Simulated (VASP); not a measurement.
# Ru in VASP: notebook

Aim: see how the results for Ru move with the level of theory and the settings. Levels: PBE, PBEsol. Tasks: relaxation of the atoms.

All numbers are computed with VASP 6.6.1; they aren't measurements. Logs are shortened: lines on timing, memory, paths and dates and some standing lists are left out, and cuts for length are marked.

### Step 1. The cell of the first run

The cell holds a slab with vacuum, 6 atoms: a = 2.721 Å, b = 2.721 Å, c = 26.732 Å, α = 90.00°, β = 90.00°, γ = 60.00°.

### Step 2. Relaxation of the atoms, PBE

File INCAR:

```
SYSTEM = Ru
PREC = Accurate ; ENCUT = 520
EDIFF = 1E-6 ; ISMEAR = 1
SIGMA = 0.1 ; LREAL = .FALSE.
LASPH = .TRUE. ; NELM = 80
ALGO = Normal ; ISIF = 2
LWAVE = .FALSE. ; LCHARG = .FALSE.
LDIPOL = .TRUE. ; IDIPOL = 3
DIPOL = 0.5 0.5 0.500 ; GGA = PE
IBRION = 2 ; NSW = 60
EDIFFG = -0.01 ; LUSENCCL = .FALSE.
```

File KPOINTS:

```
Automatic mesh
0
G
  14 14 1
  0 0 0
```

File POSCAR:

```
Ru
1.0
    2.7211011480      0.0000000000      0.0000000000
    1.3605505740      2.3565427210      0.0000000000
    0.0000000000      0.0000000000     26.7324049820
Ru
6
Direct
    0.6666666667      0.6666666667      0.2992622626
    0.0000000000      0.0000000000      0.3795573576
    0.6666666667      0.6666666667      0.4598524525
    0.0000000000      0.0000000000      0.5401475475
    0.6666666667      0.6666666667      0.6204426424
    0.0000000000      0.0000000000      0.7007377374
```

Potentials or basis: VASP PAW PBE potentials, release 64 (Ru_pv).

Launch:

```console
> cat potpaw_PBE.64/Ru_pv/POTCAR > POTCAR
> mpirun -np 1 vasp_std > vasp.out
```

OUTCAR:

```text
SYSTEM = Ru
   PREC = Accurate
   ENCUT = 520
   EDIFF = 1E-6
   ISMEAR = 1
   LREAL = .FALSE.
   LASPH = .TRUE.
   NELM = 80
   ISIF = 2
   GGA = PE
   IBRION = 2
   NSW = 60
   EDIFFG = -0.01

 ion  position               nearest neighbor table
   1  0.667  0.667  0.299-   2 2.66   2 2.66   2 2.66
   2  0.000  0.000  0.380-   3 2.66   3 2.66   3 2.66   1 2.66   1 2.66   1 2.66
   3  0.667  0.667  0.460-   2 2.66   2 2.66   2 2.66   4 2.66   4 2.66   4 2.66
   4  0.000  0.000  0.540-   5 2.66   5 2.66   5 2.66   3 2.66   3 2.66   3 2.66
   5  0.667  0.667  0.620-   4 2.66   4 2.66   4 2.66   6 2.66   6 2.66   6 2.66
   6  0.000  0.000  0.701-   5 2.66   5 2.66   5 2.66

  LATTYP: Found a hexagonal cell.
 ALAT       =     2.7211011485
 C/A-ratio  =     9.8241129319

  Lattice vectors:

 A1 = (  -1.3605505740,  -2.3565427210,   0.0000000000)
 A2 = (   2.7211011480,   0.0000000000,   0.0000000000)
 A3 = (   0.0000000000,   0.0000000000,  26.7324049820)

Analysis of symmetry for initial positions (statically):
=====================================================================
 Subroutine PRICEL returns:
 Original cell was already a primitive cell.

 Routine SETGRP: Setting up the symmetry group for a
 hexagonal supercell.

 Subroutine GETGRP returns: Found 12 space group operations
 (whereof  6 operations were pure point group operations)
 out of a pool of 24 trial point group operations.

The static configuration has the point symmetry C_3v.
 The point group associated with its full space group is D_3d.

Analysis of symmetry for dynamics (positions and initial velocities):
=====================================================================
 Subroutine PRICEL returns:
 Original cell was already a primitive cell.

 Routine SETGRP: Setting up the symmetry group for a
 hexagonal supercell.

 Subroutine GETGRP returns: Found 12 space group operations
 (whereof  6 operations were pure point group operations)
 out of a pool of 24 trial point group operations.

The dynamic configuration has the point symmetry C_3v.
 The point group associated with its full space group is D_3d.

 Subroutine INISYM returns: Found 12 space group operations
 (whereof  6 operations are pure point group operations),
 and found     1 'primitive' translations

----------------------------------------------------------------------------------------

                                     Primitive cell

  volume of cell :     171.4186

  direct lattice vectors                    reciprocal lattice vectors
     2.721101148  0.000000000  0.000000000     0.367498283 -0.212175233  0.000000000
     1.360550574  2.356542721  0.000000000     0.000000000  0.424350465  0.000000000
     0.000000000  0.000000000 26.732404982     0.000000000  0.000000000  0.037407783

  length of vectors
     2.721101148  2.721101148 26.732404982     0.424350465  0.424350465  0.037407783

  position of ions in fractional coordinates (direct lattice)
     0.666666667  0.666666667  0.299262263
     0.000000000  0.000000000  0.379557358
     0.666666667  0.666666667  0.459852453
     0.000000000  0.000000000  0.540147547
     0.666666667  0.666666667  0.620442642
     0.000000000  0.000000000  0.700737737

  ion indices of the primitive-cell ions
   primitive index   ion index
                 1           1
                 2           2
                 3           3
                 4           4
                 5           5
                 6           6

----------------------------------------------------------------------------------------

 KPOINTS: Automatic mesh

Automatic generation of k-mesh.
 Grid dimensions read from file:
 generate k-points for:   14   14    1

 Generating k-lattice:

  Cartesian coordinates                     Fractional coordinates (reciprocal lattice)
     0.026249877 -0.015155374  0.000000000     0.071428571  0.000000000  0.000000000
     0.000000000  0.030310748  0.000000000     0.000000000  0.071428571  0.000000000
     0.000000000  0.000000000  0.037407783     0.000000000  0.000000000  1.000000000

  Length of vectors
     0.030310748  0.030310748  0.037407783

  Shift w.r.t. Gamma in fractional coordinates (k-lattice)
     0.000000000  0.000000000  0.000000000

 Subroutine IBZKPT returns following result:
 ===========================================

 Found     24 irreducible k-points:

 Following reciprocal coordinates:
            Coordinates               Weight
  0.000000  0.000000  0.000000      1.000000
  0.071429  0.000000  0.000000      6.000000
  0.142857  0.000000  0.000000      6.000000
  0.214286  0.000000  0.000000      6.000000
  0.285714  0.000000  0.000000      6.000000
  0.357143  0.000000  0.000000      6.000000
[... 16 lines left out ...]
 -0.428571  0.285714  0.000000      6.000000
 -0.357143  0.285714  0.000000      6.000000
   k-points           NKPTS =     24   k-points in BZ     NKDIM =     24   number of bands    NBANDS=     50
   number of dos      NEDOS =    301   number of ions     NIONS =      6
   total plane-waves  NPLWV =  80000
   dimension x,y,z NGX =    20 NGY =   20 NGZ =  200
   dimension x,y,z NGXF=    40 NGYF=   40 NGZF=  400
   ions per type =               6
   NGX,Y,Z   is equivalent  to a cutoff of  12.22, 12.22, 12.44 a.u.
   NGXF,Y,Z  is equivalent  to a cutoff of  24.44, 24.44, 24.88 a.u.
 SYSTEM =  Ru
   PREC   = accura    normal or accurate (medium, high low for compatibility)
   ISTART =      0    job   : 0-new  1-cont  2-samecut
   ICHARG =      2    charge: 1-file 2-atom 10-const
   ISPIN  =      1    spin polarized calculation?
   LNONCOLLINEAR =      F non collinear calculations
   LSORBIT =      F    spin-orbit coupling
   LASPH  =      T    aspherical Exc in radial PAW
   ENCUT  =  520.0 eV  38.22 Ry    6.18 a.u.   5.06  5.06 49.70*2*pi/ulx,y,z
   NELM   =     80;   NELMIN=  2; NELMDL= -5     # of ELM steps
   EDIFF  = 0.1E-05   stopping-criterion for ELM
   LREAL  =      F    real-space projection
   EDIFFG = -.1E-01   stopping-criterion for IOM
   NSW    =     60    number of steps for IOM
   IBRION =      2    ionic relax: 0-MD 1-quasi-New 2-CG
   NFREE  =      1    steps in history (QN), initial steepest desc. (CG)
   ISIF   =      2    stress and relaxation
   ISYM   =      2    0-nonsym 1-usesym 2-fastsym
   POTIM  = 0.5000    time-step for ionic-motion
   TEBEG  =    0.0;   TEEND  =   0.0 temperature during run
   PSTRESS=    0.0 pullay stress
   NELECT =      84.0000    total number of electrons
   NUPDOWN=      -1.0000    fix difference up-down
   EMIN   =  10.00;   EMAX   =-10.00  energy-range for DOS
   EFERMI =   0.00;   METHOD = LEGACY
   ISMEAR =     1;   SIGMA  =   0.10  broadening in eV -4-tet -1-fermi 0-gaus
   EFERMI_NEDOS =   21; number of points for ismear=-14 and -15
   IALGO  =     38    algorithm
   IMIX   =      4    mixing-type and parameters
     AMIX     =   0.40;   BMIX     =  1.00
     AMIX_MAG =   1.60;   BMIX_MAG =  1.00
  volume/ion in A,a.u.               =      28.57       192.80
  Fermi-wavevector in a.u.,A,eV,Ry     =   1.290670  2.439013 22.664984  1.665829
  Thomas-Fermi vector in A             =   2.422487
   LORBIT       =      0    0 simple, 1 ext, 2 COOP (PROOUT), +10 PAW based schemes
   GGA     = PE    functional components
   LHFCALC =     F    Hartree Fock is set to
   AEXX    =    0.0000 exact exchange contribution
   IVDW    =     0    specifies the selected vdW correction
   LEPSILON=     F    determine dielectric tensor
   LRPA    =     F    only Hartree local field effects (RPA)
 conjugate gradient relaxation of ions
 non-spin polarized calculation
 Methfessel and Paxton  Order N= 1 SIGMA  =   0.10
  energy-cutoff  :      520.00
  volume of cell :      171.42
 maximum number of plane-waves:      4663
   NGX = 11   NGY = 11   NGZ = 99

--------------------------------------- Ionic step        1  -------------------------------------------

 number of electron      83.9999997 magnetization

 Free energy of the ion-electron system (eV)
  ---------------------------------------------------
  ext. energy  EPLUGINS =         0.00000000
  ---------------------------------------------------
  free energy    TOTEN  =       -53.22796595 eV

  energy without entropy =      -53.22314852  energy(sigma->0) =      -53.22636014

------------------------ aborting loop because EDIFF is reached ----------------------------------------

  FORCE on cell =-STRESS in cart. coord.  units (eV):
  Direction    XX          YY          ZZ          XY          YZ          ZX
  --------------------------------------------------------------------------------------
  -------------------------------------------------------------------------------------
  Total       -3.7429920     -3.7429920     -3.4476633      0.0000000     -0.0000000      0.0000000
  in kB      -34.9841595    -34.9841595    -32.2238473      0.0000000     -0.0000000      0.0000000
  external PRESSURE =     -34.0640554 kB  Pullay stress =       0.0000000 kB
[... 101 lines left out ...]
  FREE ENERGIE OF THE ION-ELECTRON SYSTEM (eV)
  ---------------------------------------------------
  free  energy   TOTEN  =       -53.3025409734 eV

  energy  without entropy=      -53.3049781802  energy(sigma->0) =      -53.30335338

[... ionic steps 4 to 9 ...]

--------------------------------------- Ionic step       10  -------------------------------------------

 number of electron      83.9999995 magnetization

------------------------ aborting loop because EDIFF is reached ----------------------------------------
[... 75 lines left out ...]
--------------------------------------- Ionic step       12  -------------------------------------------

 number of electron      83.9999995 magnetization

 dipolmoment           0.000000      0.000000     -0.000002 electrons x Angstroem

 Free energy of the ion-electron system (eV)
  ---------------------------------------------------
  ext. energy  EPLUGINS =         0.00000000
  ---------------------------------------------------
  free energy    TOTEN  =       -53.30952725 eV

  energy without entropy =      -53.31313619  energy(sigma->0) =      -53.31073023

 E-fermi :   3.5392     XC(G=0):  -7.4945

 val. band max:        3.5214553315   @ k =   0.3571   0.1429   0.0000
 cond. band min:       3.5488977081   @ k =   0.3571   0.0714   0.0000
 fundamental gap:      0.0274423766
 Fermi energy:         3.5392322957

 k-point     1 :       0.0000    0.0000    0.0000
  band No.  band energies     occupation
      1     -40.1226      2.00000
      2     -40.0330      2.00000
      3     -39.6260      2.00000
      4     -39.3457      2.00000
      5     -39.3457      2.00000
      6     -39.3439      2.00000
[... 1261 lines left out ...]
     49      10.0284      0.00000
     50      10.5268      0.00000

------------------------ aborting loop because EDIFF is reached ----------------------------------------

 vacuum level on the upper side and lower side of the slab       (xc-potential included)        -0.089        -0.089

  FORCE on cell =-STRESS in cart. coord.  units (eV):
  Direction    XX          YY          ZZ          XY          YZ          ZX
  --------------------------------------------------------------------------------------
  -------------------------------------------------------------------------------------
  Total       -2.5197327     -2.5197327     -0.0544517      0.0000000      0.0000000      0.0000000
  in kB      -23.5508735    -23.5508735     -0.5089369      0.0000000      0.0000000      0.0000000
  external PRESSURE =     -15.8702279 kB  Pullay stress =       0.0000000 kB
[... 21 lines left out ...]
  FREE ENERGIE OF THE ION-ELECTRON SYSTEM (eV)
  ---------------------------------------------------
  free  energy   TOTEN  =       -53.3095272513 eV

  energy  without entropy=      -53.3131361859  energy(sigma->0) =      -53.31073023

 reached required accuracy - stopping structural energy minimisation

 vacuum level on the upper side and lower side of the slab         8.478         8.478
```

Run time: 17 min. Hardware: 1 × NVIDIA H100 80GB with 1 thread of AMD EPYC 7R13 (Zen 3), shared host; peak memory 1.4 GiB.

What came out:

```
Free energy               : -53.3095 eV
Energy gained by relaxing : 13.6 meV/atom
Ionic steps               : 12
Band gap on the k mesh    : zero (bands 42 and 43 overlap by 2.43 eV)
```

Step by step:
| step | energy change (eV) | largest force (eV/Å) | pressure (GPa) |
| --- | --- | --- | --- |
| 1 | 0.0000 | 0.8209 | -3.41 |
| 2 | -0.0739 | 0.1861 | -2.44 |
| 3 | -0.0746 | 0.1761 | -2.33 |
| 4 | -0.0783 | 0.0696 | -2.19 |
| 5 | -0.0785 | 0.0677 | -2.14 |
| 6 | -0.0796 | 0.0561 | -2.04 |
| 7 | -0.0813 | 0.0216 | -1.75 |
| 8 | -0.0798 | 0.0654 | -1.15 |
| 9 | -0.0816 | 0.0112 | -1.59 |
| 10 | -0.0816 | 0.0109 | -1.58 |
| 11 | -0.0815 | 0.0159 | -1.60 |
| 12 | -0.0816 | 0.0017 | -1.59 |

Final structure:
```
Ru
1.0
     2.72110    0.00000    0.00000
     1.36055    2.35654    0.00000
     0.00000    0.00000   26.73240
Ru
6
Direct
  0.66667 0.66667 0.30202
  0.00000 0.00000 0.37904
  0.66667 0.66667 0.45925
  0.00000 0.00000 0.54075
  0.66667 0.66667 0.62096
  0.00000 0.00000 0.69798
```

(Continued in part 2 of 2.)
